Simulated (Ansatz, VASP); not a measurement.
One calculation of Al, two programs

INCAR

```
SYSTEM = Al
ALGO = Fast ; EDIFF = 1E-7
ENCUT = 520 ; GGA = PS
ISIF = 2 ; ISMEAR = 0
LASPH = .TRUE. ; LCHARG = .TRUE.
LELF = .TRUE. ; LREAL = .FALSE.
LVHAR = .TRUE. ; LWAVE = .FALSE.
NBANDS = 14 ; NELM = 100
PREC = Accurate ; SIGMA = 0.15
```

Contents of KPOINTS:

```
k-points
0
G
  18 18 6
  0 0 0
```

Contents of POSCAR:

```
Al
1.0
    2.8362844918      0.0000000000      0.0000000000
   -1.4181422459      2.4562944222      0.0000000000
    0.0000000000      0.0000000000      9.3221494563
Al
4
Direct
    0.0000000000      0.0000000000     -0.0643628385
    0.3333333333      0.6666666667      0.2500000000
    0.0000000000      0.0000000000      0.5000000000
    0.6666666667      0.3333333333      0.7500000000
```

Input for Ansatz:

```yaml
crystal:
  lattice:
    - [2.8362844918, 0.0, 0.0]
    - [-1.4181422459, 2.4562944222, 0.0]
    - [0.0, 0.0, 9.3221494563]
  atoms:
    - { symbol: Al, position: [0.0, 0.0, -0.0643628385] }
    - { symbol: Al, position: [0.3333333333, 0.6666666667, 0.25] }
    - { symbol: Al, position: [0.0, 0.0, 0.5] }
    - { symbol: Al, position: [0.6666666667, 0.3333333333, 0.75] }
basis:
  ecutwfc: 420
kpoints:
  mp_grid: { grid: [18, 18, 6] }
hamiltonian:
  xc: pbesol
scf:
  occupations: { method: gaussian, width: 0.15 }
output:
  forces: true
  stress: true
  eigenvalues: true
```

Alike in both runs: task single point; functional PBEsol; k mesh 18 × 18 × 6; occupations gaussian, width 0.15 eV; no spin polarisation.

|  | VASP | Ansatz |
| --- | --- | --- |
| version | VASP 6.6.1 | Ansatz 0.2.0 |
| potentials or method | VASP PAW PBE potentials, release 64 (Al), cutoff 520 eV | scalar-relativistic, plane waves, PAW |
| valence electrons in the cell | 12 | 12 |

```tsv
	VASP	Ansatz	Ansatz less VASP
gap on the k mesh at the Fermi level (eV)	none	none	-
pressure (GPa)	8.2	8.1	-0.10
traceless stress, the component that is largest in VASP (GPa)	4.45	4.43	-0.019
rms of the force components (eV/Å)	1.703	1.695	-0.0089
```

VASP's potentials were made for PBE, not for PBEsol. Atom by atom the forces differ by 0.009 eV/Å (rms over components). A gap of «none» marks a metal or a gap that the smearing closes.
